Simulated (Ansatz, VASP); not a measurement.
# HfO2: VASP beside Ansatz

INCAR

```
SYSTEM = HfO2
PREC     = Accurate       ! precision mode
ENCUT    = 600            ! plane-wave cutoff, eV
EDIFF    = 1E-6           ! SCF threshold, eV
ISMEAR   = -1             ! smearing method
SIGMA    = 0.06122561905347299 ! smearing width, eV
LREAL    = .FALSE.        ! projectors in reciprocal space
LASPH    = .TRUE.         ! aspherical terms in the spheres
NELM     = 120            ! most SCF steps
ALGO     = Normal         ! electronic algorithm
ISIF     = 2              ! what is computed and relaxed
LWAVE    = .FALSE.        ! write WAVECAR
LCHARG   = .FALSE.        ! write CHGCAR
GGA      = PE             ! functional
NBANDS   = 18             ! bands
GGA_COMPAT= .FALSE.
```

Contents of KPOINTS:

```
regular mesh
0
G
  4 4 4
  0 0 0
```

Contents of POSCAR:

```
HfO2
1.0
    0.0000000000      2.5658326721      2.5658326721
    2.5658326721      0.0000000000      2.5658326721
    2.5658326721      2.5658326721      0.0000000000
Hf O
1 2
Direct
    0.0000000000      0.0000000000      0.0000000000
    0.2500000000      0.2500000000      0.2500000000
    0.7500000000      0.7500000000      0.7500000000
```

Input for Ansatz:

```yaml
crystal:
  atoms:
  - position: [0.0, 0.0, 0.0]
    symbol: Hf
  - position: [0.25, 0.25, 0.25]
    symbol: O
  - position: [0.75, 0.75, 0.75]
    symbol: O
  lattice:
  - [0.0, 2.565832672053887, 2.565832672053887]
  - [2.565832672053887, 0.0, 2.565832672053887]
  - [2.565832672053887, 2.565832672053887, 0.0]
hamiltonian:
  dispersion: none
  pseudopotentials:
    dirac_shells:
      Hf: [2p, 3d, 3p]
    kind: all_electron
    lapw:
      basis_error: 0.025 meV
      muffin_tin_radii: {Hf: 1.1113, O: 0.9366}
    relativity: scalar
  xc: pbe
kpoints:
  mp_grid:
    grid: [4, 4, 4]
    shift: [0, 0, 0]
magnetization: {spin_polarized: false}
output: {forces: true, stress: true}
scf:
  convergence: {dr2_threshold: 1e-10 eV}
  lower_state_search: 'off'
  max_iter: 200
  occupations: {method: fermi_dirac, width: 0.06122561905347299}
```

Alike in both runs: task single point; functional PBE; k mesh 4 × 4 × 4; occupations fermi-dirac, width 0.0612256 eV; no spin polarisation.

|  | VASP | Ansatz |
| --- | --- | --- |
| version | VASP 6.6.1 | Ansatz 0.2 development build |
| potentials or method | VASP PAW PBE potentials, release 64 (Hf_pv, O), cutoff 600 eV | all-electron full-potential LAPW, scalar-relativistic |

|  | VASP | Ansatz | Ansatz less VASP |
| --- | --- | --- | --- |
| gap on the k mesh at the Fermi level (eV) | 3.70 | 3.69 | -0.014 |
| pressure (GPa) | -8.4 | -4.7 | +3.72 |

Ansatz ran all-electron here, and VASP with PAW potentials.

The k mesh is coarse, so the values compare programs but aren't converged. Spin-orbit coupling is off throughout.
